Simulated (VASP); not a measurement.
Wanted: the native input for a VASP 6.6.1 run.

```yaml
Task: single point
Functional: LDA
Potentials_or_basis: VASP PAW LDA potentials, release 64 (B, As)
Cutoff: 520 eV
k_mesh: 10 × 10 × 10
Occupations: gaussian, width 0.01 eV
Spin: no spin polarisation
Dipole_correction: no
Further_INCAR_settings: ALGO = Normal; EDIFF = 1e-06; NBANDS = 11
```

The structure of BAs lies in POSCAR:

```
BAs
1.0
    0.0000000000      2.3918698983      2.3918698983
    2.3918698983      0.0000000000      2.3918698983
    2.3918698983      2.3918698983      0.0000000000
B As
1 1
Direct
    0.0000000000      0.0000000000      0.0000000000
    0.2500000000      0.2500000000      0.2500000000
```

The input as run:

INCAR

```
SYSTEM = BAs
ALGO = Normal
EDIFF = 1E-6
ENCUT = 520
ISIF = 2
ISMEAR = 0
LASPH = .TRUE.
LCHARG = .FALSE.
LREAL = .FALSE.
LWAVE = .FALSE.
NBANDS = 11
NELM = 60
PREC = Accurate
SIGMA = 0.01
```

KPOINTS

```
k-points
0
G
  10 10 10
  0 0 0
```

Potentials or basis: VASP PAW LDA potentials, release 64 (B, As).

Command:

```bash
$ cat potpaw_LDA.64/B/POTCAR potpaw_LDA.64/As/POTCAR > POTCAR
$ mpirun -np 1 vasp_std > vasp.out
```

Results of the run:

| Property | Result |
| --- | --- |
| Pressure | -3.7 GPa |
| Band gap on the k mesh | 1.13 eV, indirect (least direct gap 3.24 eV) |

Wall time 6 s on 1 thread of AMD EPYC 9R45 96-Core Processor (Zen 5) (shared host), peak memory 0.12 GiB.
